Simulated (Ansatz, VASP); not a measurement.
# One calculation of TiB6, two programs

```
Ti B
1.0
    -2.96411    2.96411    2.96411
     2.96411   -2.96411    2.96411
     2.96411    2.96411   -2.96411
Ti B
1 6
Direct
  0.00000 0.00000 0.00000
  0.63638 0.63638 0.00000
  0.36362 0.36362 0.00000
  0.00000 0.36362 0.36362
  0.00000 0.63638 0.63638
  0.63638 0.00000 0.63638
  0.36362 0.00000 0.36362
```

Change from the starting cell: species swapped into the MoF6 type (Im-3m, No. 229).

Alike in both runs: functional PBE; k mesh 4 × 4 × 4; occupations gaussian, width 0.1 eV; no spin polarisation.

Ansatz relaxed the structure, and its values are those at the end. VASP's run is a single point on that final structure, the one shown.

```csv
,VASP,Ansatz
version,VASP 6.6.1,Ansatz 0.2.0
potentials or method,"VASP PAW PBE potentials, release 64 (Ti_sv, B), cutoff 520 eV","scalar-relativistic, plane waves, PAW"
valence electrons in the cell,30,30
```

Ansatz gave:

- gap on the k mesh at the Fermi level (eV): none
- pressure (GPa): 0.3
- rms of the force components (eV/Å): 0.004

Question: What did VASP give for the same quantities?

Answer: gap on the k mesh at the Fermi level (eV): none; pressure (GPa): 0.2; rms of the force components (eV/Å): 0.015.

A gap of «none» marks a metal or a gap that the smearing closes.

The k mesh is coarse, so the values compare programs but aren't converged.
